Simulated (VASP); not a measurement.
Set up this calculation in VASP 6.6.1, as the native input.

| Quantity | Value |
| --- | --- |
| Task | single point |
| Functional | PBE |
| Potentials or basis | VASP PAW PBE potentials, release 64 (Hf_pv, C) |
| Cutoff | 520 eV |
| k mesh | 12 × 12 × 4 |
| Occupations | gaussian, width 0.1 eV |
| Spin | no spin polarisation |
| Dipole correction | no |
| Further INCAR settings | ALGO = Normal; EDIFF = 1e-07; NBANDS = 30 |

The structure of Hf4C lies in POSCAR:

```
Hf4C
1.0
    3.2162300687      0.0000000000      0.0000000000
   -1.6081150344      2.7853369439      0.0000000000
    0.0000000000      0.0000000000     10.2498272612
Hf C
4 1
Direct
    0.6666666667      0.3333333333      0.8742502978
    0.3333333333      0.6666666667      0.1257497022
    0.6666666667      0.3333333333      0.3817296950
    0.3333333333      0.6666666667      0.6182703050
    0.0000000000      0.0000000000      0.0000000000
```

This cell differs from its parent crystal: volume scaled by 0.97, then relaxed in part.

One way to write it, as run:

INCAR

```
SYSTEM = Hf4C
PREC     = Accurate       ! precision mode
ENCUT    = 520            ! plane-wave cutoff, eV
EDIFF    = 1E-7           ! SCF threshold, eV
ISMEAR   = 0              ! smearing method
SIGMA    = 0.1            ! smearing width, eV
LREAL    = .False.        ! projectors in reciprocal space
LASPH    = .True.         ! aspherical terms in the spheres
NELM     = 100            ! most SCF steps
ALGO     = Normal         ! electronic algorithm
ISIF     = 2              ! what is computed and relaxed
LWAVE    = .False.        ! write WAVECAR
LCHARG   = .True.         ! write CHGCAR
GGA      = PE             ! functional
LELF     = .True.         ! ELF
LVHAR    = .True.       
NBANDS   = 30             ! bands
```

KPOINTS

```
Automatic mesh
0
Gamma
  12 12 4
  0 0 0
```

Potentials or basis: VASP PAW PBE potentials, release 64 (Hf_pv, C).

Command:

```sh
$ cat potpaw_PBE.64/Hf_pv/POTCAR potpaw_PBE.64/C/POTCAR > POTCAR
$ mpirun -np 1 vasp_std > vasp.out
```

Results of the run:

```
Pressure               : 3.5 GPa
Largest force          : 0.055 eV/Å
Band gap on the k mesh : zero (band 22 reaches 6.36 eV, above the bottom of band 23 at 4.65 eV)
```

Caveat: spin-orbit coupling is left out, which moves the levels of the heavy elements.

It took 2.4 min on 1 thread of Intel(R) Xeon(R) Platinum 8488C (Sapphire Rapids) (shared host), peak memory 0.3 GiB.
